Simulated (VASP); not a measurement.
# Ni (Pm-3m) in VASP: a series of runs

Runs on Ni. Level: PBE. Tasks: single point.

Everything below comes from runs of VASP 6.6.1. Logs are shortened: lines on timing, memory, paths and dates and some standing lists are left out, and cuts for length are marked.

## 1. The cell of the first run

Symmetry: Pm-3m, No. 221, cubic system. Conventional cell: a = 2.355 Å, b = 2.355 Å, c = 2.355 Å, α = 90.00°, β = 90.00°, γ = 90.00°. Within 3.1 Å of Ni (site symmetry m-3m) lie 6 Ni at 2.35 Å.

This isn't the form of Ni at room conditions, which is fcc.

## 2. Single point, PBE, collinear spin, ferromagnetic start (13.06 Å³/atom)

INCAR

```
  PREC = Accurate
  ENCUT = 520
  EDIFF = 1E-7
  ISMEAR = -1
  SIGMA = 0.05
  LREAL = F
  LASPH = T
  NELM = 150
  ALGO = Normal
  ISIF = 2
  LWAVE = F
  LCHARG = F
  ISPIN = 2
  MAGMOM = -0.569 -0.569
  LORBIT = 11
  LMAXMIX = 4
  GGA = PE
  NBANDS = 21
```

KPOINTS

```
regular mesh
0
Gamma
  19 19 19
```

POSCAR

```
Ni
1.0
    0.0000000000      2.3547199876      2.3547199876
    2.3547199876      0.0000000000      2.3547199876
    2.3547199876      2.3547199876      0.0000000000
Ni
2
Direct
    0.0000000000      0.0000000000      0.0000000000
    0.5000000000      0.5000000000      0.5000000000
```

Potentials or basis: VASP PAW PBE potentials, release 64 (Ni).

Command:

```sh
> cat potpaw_PBE.64/Ni/POTCAR > POTCAR
> mpirun -np 1 vasp_std > vasp.out
```

OUTCAR:

```text
PREC = Accurate
   ENCUT = 520
   EDIFF = 1E-7
   ISMEAR = -1
   LREAL = F
   LASPH = T
   NELM = 150
   ISIF = 2
   ISPIN = 2
   LORBIT = 11
   GGA = PE

 ion  position               nearest neighbor table
   1  0.000  0.000  0.000-   2 2.35   2 2.35   2 2.35   2 2.35   2 2.35   2 2.35
   2  0.500  0.500  0.500-   1 2.35   1 2.35   1 2.35   1 2.35   1 2.35   1 2.35

  LATTYP: Found a face centered cubic cell.
 ALAT       =     4.7094399752

  Lattice vectors:

 A1 = (   0.0000000000,   2.3547199876,   2.3547199876)
 A2 = (   2.3547199876,   0.0000000000,   2.3547199876)
 A3 = (   2.3547199876,   2.3547199876,   0.0000000000)

Analysis of symmetry for initial positions (statically):
=====================================================================
 Subroutine PRICEL returns following result:

  LATTYP: Found a simple cubic cell.
 ALAT       =     2.3547199876

  Lattice vectors:

 A1 = (  -2.3547199876,   0.0000000000,   0.0000000000)
 A2 = (   0.0000000000,   0.0000000000,   2.3547199876)
 A3 = (   0.0000000000,   2.3547199876,   0.0000000000)

   2 primitive cells build up your supercell.

 Routine SETGRP: Setting up the symmetry group for a
 face centered cubic supercell.

 Subroutine GETGRP returns: Found 48 space group operations
 (whereof 48 operations were pure point group operations)
 out of a pool of 48 trial point group operations.

The static configuration has the point symmetry O_h .

Analysis of symmetry for dynamics (positions and initial velocities):
=====================================================================
 Subroutine PRICEL returns following result:

  LATTYP: Found a simple cubic cell.
 ALAT       =     2.3547199876

  Lattice vectors:

 A1 = (  -2.3547199876,   0.0000000000,   0.0000000000)
 A2 = (   0.0000000000,   0.0000000000,   2.3547199876)
 A3 = (   0.0000000000,   2.3547199876,   0.0000000000)

   2 primitive cells build up your supercell.

 Routine SETGRP: Setting up the symmetry group for a
 face centered cubic supercell.

 Subroutine GETGRP returns: Found 48 space group operations
 (whereof 48 operations were pure point group operations)
 out of a pool of 48 trial point group operations.

The dynamic configuration has the point symmetry O_h .

Analysis of structural, dynamic, and magnetic symmetry:
=====================================================================
 Subroutine PRICEL returns following result:

  LATTYP: Found a simple cubic cell.
 ALAT       =     2.3547199876

  Lattice vectors:

 A1 = (  -2.3547199876,   0.0000000000,   0.0000000000)
 A2 = (   0.0000000000,   0.0000000000,   2.3547199876)
 A3 = (   0.0000000000,   2.3547199876,   0.0000000000)

   2 primitive cells build up your supercell.

 Routine SETGRP: Setting up the symmetry group for a
 face centered cubic supercell.

 Subroutine GETGRP returns: Found 48 space group operations
 (whereof 48 operations were pure point group operations)
 out of a pool of 48 trial point group operations.

The overall configuration has the point symmetry O_h .

 Subroutine INISYM returns: Found 48 space group operations
 (whereof 48 operations are pure point group operations),
 and found     2 'primitive' translations

----------------------------------------------------------------------------------------

                                     Primitive cell

  volume of cell :      13.0562

  direct lattice vectors                    reciprocal lattice vectors
    -2.354719988  0.000000000  0.000000000    -0.424678945  0.000000000  0.000000000
     0.000000000  0.000000000  2.354719988     0.000000000  0.000000000  0.424678945
     0.000000000  2.354719988  0.000000000     0.000000000  0.424678945  0.000000000

  length of vectors
     2.354719988  2.354719988  2.354719988     0.424678945  0.424678945  0.424678945

  position of ions in fractional coordinates (direct lattice)
     0.000000000  0.000000000  0.000000000

  ion indices of the primitive-cell ions
   primitive index   ion index
                 1           1

----------------------------------------------------------------------------------------

 KPOINTS: regular mesh

Automatic generation of k-mesh.
 Grid dimensions read from file:
 generate k-points for:   19   19   19

 Generating k-lattice:

  Cartesian coordinates                     Fractional coordinates (reciprocal lattice)
    -0.011175762  0.011175762  0.011175762     0.052631579  0.000000000  0.000000000
     0.011175762 -0.011175762  0.011175762     0.000000000  0.052631579  0.000000000
     0.011175762  0.011175762 -0.011175762     0.000000000  0.000000000  0.052631579

  Length of vectors
     0.019356987  0.019356987  0.019356987

  Shift w.r.t. Gamma in fractional coordinates (k-lattice)
     0.000000000  0.000000000  0.000000000

 Subroutine IBZKPT returns following result:
 ===========================================

 Found    220 irreducible k-points:

 Following reciprocal coordinates:
            Coordinates               Weight
  0.000000  0.000000  0.000000      1.000000
  0.052632  0.000000  0.000000      8.000000
  0.105263  0.000000  0.000000      8.000000
  0.157895  0.000000  0.000000      8.000000
  0.210526  0.000000  0.000000      8.000000
  0.263158  0.000000  0.000000      8.000000
[... 16 lines left out ...]
 -0.315789  0.052632  0.000000     24.000000
 -0.263158  0.052632  0.000000     24.000000
 [... further k-points ...]
   k-points           NKPTS =    220   k-points in BZ     NKDIM =    220   number of bands    NBANDS=     21
   number of dos      NEDOS =    301   number of ions     NIONS =      2
   total plane-waves  NPLWV =  21952
   dimension x,y,z NGX =    28 NGY =   28 NGZ =   28
   dimension x,y,z NGXF=    56 NGYF=   56 NGZF=   56
   ions per type =               2
   NGX,Y,Z   is equivalent  to a cutoff of  13.98, 13.98, 13.98 a.u.
   NGXF,Y,Z  is equivalent  to a cutoff of  27.96, 27.96, 27.96 a.u.
 SYSTEM =  unknown system
   PREC   = accura    normal or accurate (medium, high low for compatibility)
   ISTART =      0    job   : 0-new  1-cont  2-samecut
   ICHARG =      2    charge: 1-file 2-atom 10-const
   ISPIN  =      2    spin polarized calculation?
   LNONCOLLINEAR =      F non collinear calculations
   LSORBIT =      F    spin-orbit coupling
   LASPH  =      T    aspherical Exc in radial PAW
   ENCUT  =  520.0 eV  38.22 Ry    6.18 a.u.   6.19  6.19  6.19*2*pi/ulx,y,z
   NELM   =    150;   NELMIN=  2; NELMDL= -5     # of ELM steps
   EDIFF  = 0.1E-06   stopping-criterion for ELM
   LREAL  =      F    real-space projection
   EDIFFG = 0.1E-05   stopping-criterion for IOM
   NSW    =      0    number of steps for IOM
   IBRION =     -1    ionic relax: 0-MD 1-quasi-New 2-CG
   NFREE  =      0    steps in history (QN), initial steepest desc. (CG)
   ISIF   =      2    stress and relaxation
   ISYM   =      2    0-nonsym 1-usesym 2-fastsym
   POTIM  = 0.5000    time-step for ionic-motion
   TEBEG  =    0.0;   TEEND  =   0.0 temperature during run
   PSTRESS=    0.0 pullay stress
   NELECT =      20.0000    total number of electrons
   NUPDOWN=      -1.0000    fix difference up-down
   EMIN   =  10.00;   EMAX   =-10.00  energy-range for DOS
   EFERMI =   0.00;   METHOD = LEGACY
   ISMEAR =    -1;   SIGMA  =   0.05  broadening in eV -4-tet -1-fermi 0-gaus
   EFERMI_NEDOS =   21; number of points for ismear=-14 and -15
   IALGO  =     38    algorithm
   IMIX   =      4    mixing-type and parameters
     AMIX     =   0.40;   BMIX     =  1.00
     AMIX_MAG =   1.60;   BMIX_MAG =  1.00
  volume/ion in A,a.u.               =      13.06        88.11
  Fermi-wavevector in a.u.,A,eV,Ry     =   1.497852  2.830530 30.525494  2.243561
  Thomas-Fermi vector in A             =   2.609687
   LORBIT       =     11    0 simple, 1 ext, 2 COOP (PROOUT), +10 PAW based schemes
   GGA     = PE    functional components
   LHFCALC =     F    Hartree Fock is set to
   AEXX    =    0.0000 exact exchange contribution
   IVDW    =     0    specifies the selected vdW correction
   LEPSILON=     F    determine dielectric tensor
   LRPA    =     F    only Hartree local field effects (RPA)
 spin polarized calculation
  energy-cutoff  :      520.00
  volume of cell :       26.11
 maximum number of plane-waves:       725
 NGX is ok and might be reduce to    28
   NGX = 13   NGY = 13   NGZ = 13

 number of electron      20.0000014 magnetization      -1.1770758

 Free energy of the ion-electron system (eV)
  ---------------------------------------------------
  ext. energy  EPLUGINS =         0.00000000
  ---------------------------------------------------
  free energy    TOTEN  =        -9.55335219 eV

  energy without entropy =       -9.51750877  energy(sigma->0) =       -9.53543048

 E-fermi :   7.0361     XC(G=0): -12.1166

 val. band max:        7.0356815985   @ k =  -0.2105   0.1053   0.0000
 cond. band min:       7.0374366698   @ k =   0.2105   0.1053   0.0000
 fundamental gap:      0.0017550713
 Fermi energy:         7.0360925616

 spin component 1

 k-point     1 :       0.0000    0.0000    0.0000
  band No.  band energies     occupation
      1      -0.7107      1.00000
      2       4.0597      1.00000
      3       4.0597      1.00000
      4       4.4319      1.00000
      5       4.4319      1.00000
      6       4.4319      1.00000
[... 550 lines left out ...]
      5       4.9776      1.00000
      6       5.0896      1.00000
[... 13 lines left out ...]
     20      27.4717      0.00000
     21      30.1368      0.00000

 [... further k-points ...]

 spin component 2

 k-point     1 :       0.0000    0.0000    0.0000
  band No.  band energies     occupation
      1      -0.7349      1.00000
      2       3.5739      1.00000
      3       3.5739      1.00000
      4       3.8902      1.00000
      5       3.8902      1.00000
      6       3.8902      1.00000
[... 550 lines left out ...]
      5       4.4090      1.00000
      6       4.5234      1.00000
[... 13 lines left out ...]
     20      27.3612      0.00000
     21      30.0608      0.00000

 [... further k-points ...]

------------------------ aborting loop because EDIFF is reached ----------------------------------------

  FORCE on cell =-STRESS in cart. coord.  units (eV):
  Direction    XX          YY          ZZ          XY          YZ          ZX
  --------------------------------------------------------------------------------------
  -------------------------------------------------------------------------------------
  Total       -0.6857694     -0.6857694     -0.6857694      0.0000000      0.0000000     -0.0000000
  in kB      -42.0766221    -42.0766221    -42.0766221      0.0000000      0.0000000     -0.0000000
  external PRESSURE =     -42.0766221 kB  Pullay stress =       0.0000000 kB

 VOLUME and BASIS-vectors are now :
 -----------------------------------------------------------------------------
  energy-cutoff  :      520.00
  volume of cell :       26.11
      direct lattice vectors                 reciprocal lattice vectors
     0.000000000  2.354719988  2.354719988    -0.212339472  0.212339472  0.212339472
     2.354719988  0.000000000  2.354719988     0.212339472 -0.212339472  0.212339472
     2.354719988  2.354719988  0.000000000     0.212339472  0.212339472 -0.212339472

 POSITION                                       TOTAL-FORCE (eV/Angst)
 -----------------------------------------------------------------------------------
      0.00000      0.00000      0.00000        -0.000000     -0.000000     -0.000000
      2.35472      2.35472      2.35472         0.000000      0.000000      0.000000
 -----------------------------------------------------------------------------------
    total drift:                                0.000000      0.000000      0.000000

  FREE ENERGIE OF THE ION-ELECTRON SYSTEM (eV)
  ---------------------------------------------------
  free  energy   TOTEN  =        -9.5533521874 eV

  energy  without entropy=       -9.5175087689  energy(sigma->0) =       -9.53543048

 total charge

# of ion       s       p       d       tot
------------------------------------------
    1        0.497   0.364   8.338   9.198
    2        0.497   0.364   8.338   9.198
--------------------------------------------------
tot          0.993   0.728  16.676  18.397

 magnetization (x)

# of ion       s       p       d       tot
------------------------------------------
    1       -0.000   0.002  -0.596  -0.595
    2       -0.000   0.002  -0.596  -0.595
--------------------------------------------------
tot         -0.001   0.004  -1.193  -1.189
```

It took 2.6 min on 1 thread of AMD EPYC 9R45 (Zen 5), shared host; peak memory 0.26 GiB.

What came out:

```yaml
Free_energy: -9.5534 eV
Pressure: -4.2 GPa
Net_moment: -1.18 μB per cell
Site_moments: Ni -0.59 μB
Valence_electrons_inside_the_program's_atomic_spheres: Ni 9.20
```

Caveat: the cell stands under tension.

## 3. Single point, PBE, collinear spin, ferromagnetic start (13.56 Å³/atom)

This run uses another cell than the first one, of 13.56 Å³/atom.

INCAR

```
SYSTEM = Ni
PREC = Accurate
ENCUT = 520
EDIFF = 1E-7
ISMEAR = -1
SIGMA = 0.05
LREAL = .FALSE.
LASPH = .TRUE.
NELM = 150
ALGO = Normal
ISIF = 2
LWAVE = .FALSE.
LCHARG = .FALSE.
ISPIN = 2
MAGMOM = -0.569 -0.569
LORBIT = 11
LMAXMIX = 4
GGA = PE
NBANDS = 21
```

KPOINTS

```
Automatic mesh
0
G
  19 19 19
  0 0 0
```

POSCAR

```
Ni
1.0
    0.0000000000      2.3845297343      2.3845297343
    2.3845297343      0.0000000000      2.3845297343
    2.3845297343      2.3845297343      0.0000000000
Ni
2
Direct
    0.0000000000      0.0000000000      0.0000000000
    0.5000000000      0.5000000000      0.5000000000
```

Potentials or basis: VASP PAW PBE potentials, release 64 (Ni).

Command:

```sh
> cat potpaw_PBE.64/Ni/POTCAR > POTCAR
> mpirun -np 1 vasp_std > vasp.out
```

Wall time 2.5 min (1 thread of AMD EPYC 9R45 (Zen 5), shared host); peak memory 0.27 GiB.

The run converged. Its results:

| Quantity | Value |
| --- | --- |
| Free energy | -9.5143 eV |
| Pressure | -8.0 GPa |
| Net moment | -1.33 μB per cell |
| Site moments | Ni -0.67 μB |
| Valence electrons inside the program's atomic spheres | Ni 9.15 |

Levels at points of the mesh, in eV from the Fermi level:
Spin up:
| k point | band 6 | band 7 | band 8 | band 9 | band 10 | band 11 | band 12 | band 13 |
| --- | --- | --- | --- | --- | --- | --- | --- | --- |
| (0.00, 0.00, 0.00) | -2.45 | 0.28 | 0.28 | 0.28 | 0.95 | 0.95 | 11.17 | 11.17 |
Spin down:
| k point | band 7 | band 8 | band 9 | band 10 | band 11 | band 12 | band 13 | band 14 | band 15 | band 16 |
| --- | --- | --- | --- | --- | --- | --- | --- | --- | --- | --- |
| (0.00, 0.00, 0.00) | -0.50 | -0.50 | -0.50 | 0.22 | 0.22 | 11.07 | 11.07 | 11.07 | 13.63 | 16.28 |

Caveat: the cell stands under tension.

## 4. Single point, PBE, collinear spin, ferromagnetic start (14.06 Å³/atom)

This run uses another cell than the first one, of 14.06 Å³/atom.

INCAR

```
SYSTEM = Ni
  ALGO = Normal
  EDIFF = 1E-6
  ENCUT = 520
  GGA = PE
  ISIF = 2
  ISMEAR = -1
  ISPIN = 2
  LASPH = .True.
  LCHARG = .False.
  LMAXMIX = 4
  LORBIT = 11
  LREAL = .False.
  LWAVE = .False.
  MAGMOM = -0.569 -0.569
  NBANDS = 21
  NELM = 150
  PREC = Accurate
  SIGMA = 0.05
```

KPOINTS

```
k-points
0
Gamma
  19 19 19
  0 0 0
```

POSCAR

```
Ni
1.0
    0.0000000000      2.4136122315      2.4136122315
    2.4136122315      0.0000000000      2.4136122315
    2.4136122315      2.4136122315      0.0000000000
Ni
2
Direct
    0.0000000000      0.0000000000      0.0000000000
    0.5000000000      0.5000000000      0.5000000000
```

Command:

```sh
> cat potpaw_PBE.64/Ni/POTCAR > POTCAR
> mpirun -np 1 vasp_std > vasp.out
```

Wall time 2.1 min (1 thread of AMD EPYC 9R45 (Zen 5), shared host); peak memory 0.27 GiB.

The run converged. Its results:

```
Free energy                                           : -9.4542 eV
Pressure                                              : -11.0 GPa
Net moment                                            : -1.48 μB per cell
Site moments                                          : Ni -0.75 μB
Valence electrons inside the program's atomic spheres : Ni 9.10
```

Levels at points of the mesh, in eV from the Fermi level:
Spin up:
```
           k point  band 7  band 8  band 9  band 10  band 11  band 12
(0.00, 0.00, 0.00)    0.28    0.28    0.28     0.93     0.93    10.85
```
Spin down:
```csv
k point,band 8,band 9,band 10,band 11,band 12,band 13,band 14,band 15
"(0.00, 0.00, 0.00)",-0.57,-0.57,0.10,0.10,10.74,10.74,10.74,13.50
```

Caveat: the cell stands under tension.

## 5. The runs side by side

```tsv
cell	gap on the mesh (eV)	pressure (GPa)	moment (μB)
a = 3.330 Å, angles 60.0°, 2 atoms	none	-4.2	1.18
a = 3.372 Å, angles 60.0°, 2 atoms	none	-8.0	1.33
a = 3.413 Å, angles 60.0°, 2 atoms	none	-11.0	1.48
```

Alike in all rows: task single point; level PBE; potentials or basis VASP PAW PBE potentials, release 64 (Ni); spin collinear, ferromagnetic start; k mesh 19 × 19 × 19; cutoff (eV) 520; smearing fermi-dirac 0.05 eV.

Caveats: the cell stands under tension.

Absolute energies hang on the potentials; compare differences alone.
